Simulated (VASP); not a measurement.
# TaAs (nc.b) (I4_1md) in VASP: single point with PBE

Aim: the single point of TaAs (nc.b) with PBE.

Everything below comes from runs of VASP 6.6.1. Logs are shortened: lines on timing, memory, paths and dates and some standing lists are left out, and cuts for length are marked.

## 1. The cell of the first run

Symmetry: I4_1md, No. 109, tetragonal system. Conventional cell: a = 3.465 Å, b = 3.465 Å, c = 11.734 Å, α = 90.00°, β = 90.00°, γ = 90.00°. Within 3.5 Å of Ta (site symmetry 2mm) lie 6 As at 2.62 to 2.63 Å and 8 Ta at 3.41 to 3.46 Å. Within 3.5 Å of As (site symmetry 2mm) lie 6 Ta at 2.62 to 2.63 Å and 8 As at 3.41 to 3.46 Å.

## 2. Single point, PBE

The input, INCAR:

```
SYSTEM = TaAs
PREC = Accurate
ENCUT = 520
EDIFF = 1E-6
ISMEAR = -1
SIGMA = 0.15
LREAL = .False.
LASPH = .True.
NELM = 60
ALGO = Normal
ISIF = 2
LWAVE = .False.
LCHARG = .False.
GGA = PE
NBANDS = 24
```

The input, KPOINTS:

```
Automatic mesh
0
Gamma
  18 18 18
  0 0 0
```

The input, POSCAR:

```
TaAs
1.0
   -1.7324265721      1.7324265721      5.8669526703
    1.7324265721     -1.7324265721      5.8669526703
    1.7324265721      1.7324265721     -5.8669526703
Ta As
2 2
Direct
    0.5001864994      1.0001864994      0.5000000000
    0.7501864994      0.7501864994      0.0000000000
    0.0824129206      0.5824129206      0.5000000000
    0.3324129206      0.3324129206      0.0000000000
```

Potentials or basis: VASP PAW PBE potentials, release 64 (Ta_pv, As).

Command:

```console
cat potpaw_PBE.64/Ta_pv/POTCAR potpaw_PBE.64/As/POTCAR > POTCAR
mpirun -np 1 vasp_std > vasp.out
```

OUTCAR:

```text
SYSTEM = TaAs
   PREC = Accurate
   ENCUT = 520
   EDIFF = 1E-6
   ISMEAR = -1
   LREAL = .False.
   LASPH = .True.
   NELM = 60
   ISIF = 2
   GGA = PE

 ion  position               nearest neighbor table
   1  0.500  0.000  0.500-   4 2.62   4 2.62   3 2.63   3 2.63   3 2.63   3 2.63   2 3.41   2 3.41
                             2 3.41   2 3.41
   2  0.750  0.750  0.000-   3 2.62   3 2.62   4 2.63   4 2.63   4 2.63   4 2.63   1 3.41   1 3.41
                             1 3.41   1 3.41
   3  0.082  0.582  0.500-   2 2.62   2 2.62   1 2.63   1 2.63   1 2.63   1 2.63
   4  0.332  0.332  0.000-   1 2.62   1 2.62   2 2.63   2 2.63   2 2.63   2 2.63

  LATTYP: Found a body centered tetragonal cell.
 ALAT       =     3.4648531442
 C/A-ratio  =     3.3865519987

  Lattice vectors:

 A1 = (  -1.7324265721,   1.7324265721,   5.8669526703)
 A2 = (   1.7324265721,  -1.7324265721,   5.8669526703)
 A3 = (   1.7324265721,   1.7324265721,  -5.8669526703)

Analysis of symmetry for initial positions (statically):
=====================================================================
 Subroutine PRICEL returns:
 Original cell was already a primitive cell.

 Routine SETGRP: Setting up the symmetry group for a
 body centered tetragonal supercell.

 Subroutine GETGRP returns: Found  8 space group operations
 (whereof  4 operations were pure point group operations)
 out of a pool of 16 trial point group operations.

The static configuration has the point symmetry C_2v.
 The point group associated with its full space group is C_4v.

Analysis of symmetry for dynamics (positions and initial velocities):
=====================================================================
 Subroutine PRICEL returns:
 Original cell was already a primitive cell.

 Routine SETGRP: Setting up the symmetry group for a
 body centered tetragonal supercell.

 Subroutine GETGRP returns: Found  8 space group operations
 (whereof  4 operations were pure point group operations)
 out of a pool of 16 trial point group operations.

The dynamic configuration has the point symmetry C_2v.
 The point group associated with its full space group is C_4v.

 Subroutine INISYM returns: Found  8 space group operations
 (whereof  4 operations are pure point group operations),
 and found     1 'primitive' translations

----------------------------------------------------------------------------------------

                                     Primitive cell

  volume of cell :      70.4340

  direct lattice vectors                    reciprocal lattice vectors
    -1.732426572  1.732426572  5.866952670     0.000000000  0.288612521  0.085223118
     1.732426572 -1.732426572  5.866952670     0.288612521  0.000000000  0.085223118
     1.732426572  1.732426572 -5.866952670     0.288612521  0.288612521  0.000000000

  length of vectors
     6.357966443  6.357966443  6.357966443     0.300932163  0.300932163  0.408159741

  position of ions in fractional coordinates (direct lattice)
     0.500186499  0.000186499  0.500000000
     0.750186499  0.750186499  0.000000000
     0.082412921  0.582412921  0.500000000
     0.332412921  0.332412921  0.000000000

  ion indices of the primitive-cell ions
   primitive index   ion index
                 1           1
                 2           2
                 3           3
                 4           4

----------------------------------------------------------------------------------------

 KPOINTS: Automatic mesh

Automatic generation of k-mesh.
 Grid dimensions read from file:
 generate k-points for:   18   18   18

 Generating k-lattice:

  Cartesian coordinates                     Fractional coordinates (reciprocal lattice)
     0.000000000  0.016034029  0.004734618     0.055555556  0.000000000  0.000000000
     0.016034029  0.000000000  0.004734618     0.000000000  0.055555556  0.000000000
     0.016034029  0.016034029  0.000000000     0.000000000  0.000000000  0.055555556

  Length of vectors
     0.016718454  0.016718454  0.022675541

  Shift w.r.t. Gamma in fractional coordinates (k-lattice)
     0.000000000  0.000000000  0.000000000

 Subroutine IBZKPT returns following result:
 ===========================================

 Found    480 irreducible k-points:

 Following reciprocal coordinates:
            Coordinates               Weight
  0.000000  0.000000  0.000000      1.000000
  0.055556  0.000000 -0.000000      8.000000
  0.111111  0.000000 -0.000000      8.000000
  0.166667 -0.000000  0.000000      8.000000
  0.222222  0.000000 -0.000000      8.000000
  0.277778 -0.000000  0.000000      8.000000
[... 16 lines left out ...]
 -0.277778  0.055556 -0.000000     16.000000
 -0.222222  0.055556 -0.000000     16.000000
 [... further k-points ...]
   k-points           NKPTS =    480   k-points in BZ     NKDIM =    480   number of bands    NBANDS=     24
   number of dos      NEDOS =    301   number of ions     NIONS =      4
   total plane-waves  NPLWV = 110592
   dimension x,y,z NGX =    48 NGY =   48 NGZ =   48
   dimension x,y,z NGXF=    96 NGYF=   96 NGZF=   96
   ions per type =               2   2
   NGX,Y,Z   is equivalent  to a cutoff of  12.55, 12.55, 12.55 a.u.
   NGXF,Y,Z  is equivalent  to a cutoff of  25.10, 25.10, 25.10 a.u.
 SYSTEM =  TaAs
   PREC   = accura    normal or accurate (medium, high low for compatibility)
   ISTART =      0    job   : 0-new  1-cont  2-samecut
   ICHARG =      2    charge: 1-file 2-atom 10-const
   ISPIN  =      1    spin polarized calculation?
   LNONCOLLINEAR =      F non collinear calculations
   LSORBIT =      F    spin-orbit coupling
   LASPH  =      T    aspherical Exc in radial PAW
   ENCUT  =  520.0 eV  38.22 Ry    6.18 a.u.  11.82 11.82 11.82*2*pi/ulx,y,z
   NELM   =     60;   NELMIN=  2; NELMDL= -5     # of ELM steps
   EDIFF  = 0.1E-05   stopping-criterion for ELM
   LREAL  =      F    real-space projection
   EDIFFG = 0.1E-04   stopping-criterion for IOM
   NSW    =      0    number of steps for IOM
   IBRION =     -1    ionic relax: 0-MD 1-quasi-New 2-CG
   NFREE  =      0    steps in history (QN), initial steepest desc. (CG)
   ISIF   =      2    stress and relaxation
   ISYM   =      2    0-nonsym 1-usesym 2-fastsym
   POTIM  = 0.5000    time-step for ionic-motion
   TEBEG  =    0.0;   TEEND  =   0.0 temperature during run
   PSTRESS=    0.0 pullay stress
   NELECT =      32.0000    total number of electrons
   NUPDOWN=      -1.0000    fix difference up-down
   EMIN   =  10.00;   EMAX   =-10.00  energy-range for DOS
   EFERMI =   0.00;   METHOD = LEGACY
   ISMEAR =    -1;   SIGMA  =   0.15  broadening in eV -4-tet -1-fermi 0-gaus
   EFERMI_NEDOS =   21; number of points for ismear=-14 and -15
   IALGO  =     38    algorithm
   IMIX   =      4    mixing-type and parameters
     AMIX     =   0.40;   BMIX     =  1.00
     AMIX_MAG =   1.60;   BMIX_MAG =  1.00
  volume/ion in A,a.u.               =      17.61       118.83
  Fermi-wavevector in a.u.,A,eV,Ry     =   1.258531  2.378280 21.550287  1.583901
  Thomas-Fermi vector in A             =   2.392136
   LORBIT       =      0    0 simple, 1 ext, 2 COOP (PROOUT), +10 PAW based schemes
   GGA     = PE    functional components
   LHFCALC =     F    Hartree Fock is set to
   AEXX    =    0.0000 exact exchange contribution
   IVDW    =     0    specifies the selected vdW correction
   LEPSILON=     F    determine dielectric tensor
   LRPA    =     F    only Hartree local field effects (RPA)
 non-spin polarized calculation
  energy-cutoff  :      520.00
  volume of cell :       70.43
 maximum number of plane-waves:      1930
   NGX = 23   NGY = 23   NGZ = 23

 number of electron      32.0000002 magnetization

 Free energy of the ion-electron system (eV)
  ---------------------------------------------------
  ext. energy  EPLUGINS =         0.00000000
  ---------------------------------------------------
  free energy    TOTEN  =       -35.13954620 eV

  energy without entropy =      -35.07806933  energy(sigma->0) =      -35.10880776

 E-fermi :   6.8138     XC(G=0): -11.8506

 val. band max:        6.8117488763   @ k =  -0.1111   0.4444   0.1111
 cond. band min:       6.8324570828   @ k =  -0.2222   0.5000   0.2222
 fundamental gap:      0.0207082065
 Fermi energy:         6.8138394914

 k-point     1 :       0.0000    0.0000    0.0000
  band No.  band energies     occupation
      1     -28.1376      2.00000
      2     -28.1073      2.00000
      3     -28.1073      2.00000
      4     -27.9629      2.00000
      5     -27.9629      2.00000
      6     -27.9085      2.00000
[... 16 lines left out ...]
     23      10.8820      0.00000
     24      10.8830      0.00000

 k-point     2 :       0.0556    0.0000   -0.0000
  band No.  band energies     occupation
      1     -28.1367      2.00000
      2     -28.1111      2.00000
      3     -28.1069      2.00000
      4     -27.9673      2.00000
      5     -27.9624      2.00000
      6     -27.9089      2.00000
[... 16 lines left out ...]
     23      10.5345      0.00000
     24      11.0311      0.00000

 k-point     3 :       0.1111    0.0000   -0.0000
  band No.  band energies     occupation
      1     -28.1377      2.00000
      2     -28.1183      2.00000
      3     -28.1057      2.00000
      4     -27.9797      2.00000
      5     -27.9609      2.00000
      6     -27.9105      2.00000
[... 16 lines left out ...]
     23      10.6571      0.00000
     24      11.4245      0.00000

 k-point     4 :       0.1667   -0.0000    0.0000
  band No.  band energies     occupation
      1     -28.1525      2.00000
      2     -28.1161      2.00000
      3     -28.1038      2.00000
      4     -27.9981      2.00000
      5     -27.9587      2.00000
      6     -27.9136      2.00000
[... 16 lines left out ...]
     23      10.9478      0.00000
     24      11.9526      0.00000

 k-point     5 :       0.2222    0.0000   -0.0000
  band No.  band energies     occupation
      1     -28.1763      2.00000
      2     -28.1074      2.00000
      3     -28.1016      2.00000
      4     -28.0195      2.00000
      5     -27.9560      2.00000
      6     -27.9183      2.00000
[... 451 lines left out ...]
 k-point    22 :      -0.3333    0.0556   -0.0000
  band No.  band energies     occupation
      1     -28.2264      2.00000
      2     -28.1035      2.00000
      3     -28.0928      2.00000
      4     -28.0538      2.00000
      5     -27.9549      2.00000
      6     -27.9281      2.00000
[... 16 lines left out ...]
     23      11.4557      0.00000
     24      12.9399      0.00000

 k-point    23 :      -0.2778    0.0556   -0.0000
  band No.  band energies     occupation
      1     -28.2018      2.00000
      2     -28.1066      2.00000
      3     -28.0963      2.00000
      4     -28.0403      2.00000
      5     -27.9576      2.00000
      6     -27.9213      2.00000
[... 16 lines left out ...]
     23      11.5486      0.00000
     24      12.6226      0.00000

 k-point    24 :      -0.2222    0.0556   -0.0000
  band No.  band energies     occupation
      1     -28.1757      2.00000
      2     -28.1120      2.00000
      3     -28.1023      2.00000
      4     -28.0194      2.00000
      5     -27.9604      2.00000
      6     -27.9156      2.00000
[... 16 lines left out ...]
     23      11.4395      0.00000
     24      12.1591      0.00000

 [... further k-points ...]
[... 5 lines left out ...]
  --------------------------------------------------------------------------------------
  -------------------------------------------------------------------------------------
  Total        0.1522040      0.1522040      0.1248355      0.0000000      0.0000000      0.0000000
  in kB        3.4622186      3.4622186      2.8396601      0.0000000      0.0000000      0.0000000
  external PRESSURE =       3.2546991 kB  Pullay stress =       0.0000000 kB

 VOLUME and BASIS-vectors are now :
 -----------------------------------------------------------------------------
  energy-cutoff  :      520.00
  volume of cell :       70.43
      direct lattice vectors                 reciprocal lattice vectors
    -1.732426572  1.732426572  5.866952670     0.000000000  0.288612521  0.085223118
     1.732426572 -1.732426572  5.866952670     0.288612521  0.000000000  0.085223118
     1.732426572  1.732426572 -5.866952670     0.288612521  0.288612521  0.000000000

 POSITION                                       TOTAL-FORCE (eV/Angst)
 -----------------------------------------------------------------------------------
      0.00000      1.73243      0.00219         0.000000     -0.000000      0.001192
      0.00000      0.00000      8.80262        -0.000000      0.000000      0.001192
      1.73243      0.00000      0.96703         0.000000      0.000000     -0.001192
      0.00000      0.00000      3.90050        -0.000000     -0.000000     -0.001192
 -----------------------------------------------------------------------------------
    total drift:                                0.000000      0.000000     -0.000032

  FREE ENERGIE OF THE ION-ELECTRON SYSTEM (eV)
  ---------------------------------------------------
  free  energy   TOTEN  =       -35.1395461987 eV

  energy  without entropy=      -35.0780693271  energy(sigma->0) =      -35.10880776
```

Wall time 24 min (1 thread of Intel Xeon Platinum 8488C (Sapphire Rapids), shared host); peak memory 0.88 GiB.

What came out:

* Free energy: -35.1395 eV
* Pressure: 0.3 GPa
* Band gap on the k mesh: zero (band 16 reaches 6.88 eV, above the bottom of band 17 at 6.86 eV)

Levels at points of the mesh, in eV from the Fermi level:
```tsv
k point	band 13	band 14	band 15	band 16	band 17	band 18	band 19	band 20
(0.00, 0.00, 0.00)	-2.26	-1.84	-1.59	-1.59	0.92	1.58	2.36	3.07
(0.50, 0.00, 0.00)	-2.38	-2.24	-1.48	-0.20	0.17	1.41	2.27	2.45
(0.50, 0.50, 0.00)	-3.11	-3.11	-1.08	-1.08	2.78	2.78	3.06	3.06
(0.50, 0.50, 0.50)	-2.70	-2.70	-0.91	-0.91	1.23	1.23	2.32	2.32
```

Caveat: spin-orbit coupling is left out, which moves the levels of the heavy elements.
